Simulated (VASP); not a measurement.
# Al2O3: single point with PBE+D3(BJ)

The system is Al2O3.

```
CELL_PARAMETERS angstrom
2.92450 0.00000 0.00000
-1.46225 2.53269 0.00000
0.00000 0.00000 7.29626
ATOMIC_POSITIONS crystal
Al 0.00000 0.00000 0.19074
Al 0.00000 0.00000 0.80926
O 0.33333 0.66667 0.28409
O 0.66667 0.33333 0.00000
O 0.33333 0.66667 0.71591
```

| Property | Result |
| --- | --- |
| Program | VASP 6.6.1 |
| Task | single point |
| Functional | PBE |
| Dispersion | D3(BJ) |
| Potentials or basis | VASP PAW PBE potentials, release 64 (Al, O) |
| Cutoff | 520 eV |
| k mesh | 9 × 9 × 4 |
| Occupations | gaussian, width 0.05 eV |
| Spin | no spin polarisation |
| Dipole correction | no |
| Further INCAR settings | ALGO = Normal; EDIFF = 1e-07; NBANDS = 20 |

The pressure is -7.8 GPa. The largest force is 0.438 eV/Å, the band gap on the k mesh is 4.01 eV, indirect (least direct gap 4.10 eV) and the dispersion energy per atom is -0.187 eV.

Forces in eV/Å, atoms in the order of the input:
```
Al   0.000  0.000  0.419
Al   0.000  0.000 -0.419
O    0.000  0.000 -0.438
O    0.000  0.000  0.000
O    0.000  0.000  0.438
```

Stress tensor (GPa, compression positive):
```
-10.75   0.00   0.00
  0.00 -10.75   0.00
  0.00   0.00  -1.92
```

Levels at points of the mesh, in eV from the valence-band top:
| k point | band 10 | band 11 | band 12 | band 13 | band 14 | band 15 |
| --- | --- | --- | --- | --- | --- | --- |
| (0.00, 0.00, 0.00) | -0.91 | -0.91 | -0.09 | 4.01 | 7.08 | 7.78 |
| (0.00, 0.00, 0.50) | -0.90 | -0.90 | -0.80 | 4.50 | 6.68 | 7.71 |

Wall time 26 s on 1 thread of AMD EPYC 9R45 96-Core Processor (Zen 5), on a shared host, peak memory 0.17 GiB.

A k mesh can miss the band edges. PBE gaps usually lie below the measured ones, often by a third to a half.
